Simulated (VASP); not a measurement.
**Si2Ni (pbesol): relaxation of cell and atoms with PBEsol**

Si2Ni (pbesol):

```
Si Ni
1.0
     0.00000    2.70300    2.70300
     2.70300    0.00000    2.70300
     2.70300    2.70300    0.00000
Si Ni
2 1
Direct
  0.25000 0.25000 0.25000
  0.75000 0.75000 0.75000
  0.00000 0.00000 0.00000
```

```yaml
Program: VASP 6.6.1
Task: relaxation of cell and atoms
Functional: PBEsol
Potentials_or_basis: VASP PAW PBE potentials, release 64 (Si, Ni)
Cutoff: 600 eV
k_mesh: 14 × 14 × 14
Occupations: gaussian, width 0.1 eV
Spin: no spin polarisation
Dipole_correction: no
Further_INCAR_settings: ALGO = Normal; EDIFF = 1e-07; IBRION = 2; EDIFFG = -0.002; NSW = 100; ISIF = 3
```

```json
{
  "Relaxed volume": "13.07 Å³/atom",
  "Relaxed cell": "a = 3.813 Å, b = 3.813 Å, c = 3.813 Å, α = 60.00°, β = 60.00°, γ = 60.00°",
  "Space group after relaxing (to 0.05 Å)": "Fm-3m (No. 225)",
  "Energy gained by relaxing": "0.4 meV/atom",
  "Ionic steps": "3",
  "Pressure after relaxing": "0.0 GPa",
  "Band gap on the k mesh": "zero (band 9 reaches 12.20 eV, above the bottom of band 10 at 10.07 eV)"
}
```

The path:
| step | energy change (eV) | largest force (eV/Å) | pressure (GPa) | volume (Å³) |
| --- | --- | --- | --- | --- |
| 1 | 0.0000 | 0.0000 | -1.15 | 39.50 |
| 2 | -0.0003 | 0.0000 | 1.02 | 38.96 |
| 3 | -0.0011 | 0.0000 | 0.01 | 39.21 |

Final structure:
```
Si Ni
1.0
     0.00000    2.69632    2.69632
     2.69632    0.00000    2.69632
     2.69632    2.69632    0.00000
Si Ni
2 1
Direct
  0.25000 0.25000 0.25000
  0.75000 0.75000 0.75000
  0.00000 0.00000 0.00000
```

Levels at points of the mesh, in eV from the Fermi level:
```
           k point  band 6  band 7  band 8  band 9  band 10  band 11  band 12  band 13
(0.00, 0.00, 0.00)   -3.60   -0.26    1.68    1.68     1.68     2.20     2.20     2.20
(0.50, 0.00, 0.00)   -3.42   -3.42   -1.51   -1.51     1.71     1.77     1.77     2.61
(0.50, 0.50, 0.00)   -3.70   -3.70   -3.53   -3.19    -0.45     1.29     7.71     8.33
```

Run time: 2.2 min on 1 thread of Intel Xeon 6975P-C (shared host), peak memory 0.23 GiB.

Caveat: the PAW data sets were made with another functional, which shifts forces and pressure a little. Spin polarisation is off, so any magnetic state and its effect on volume and gap are missing.
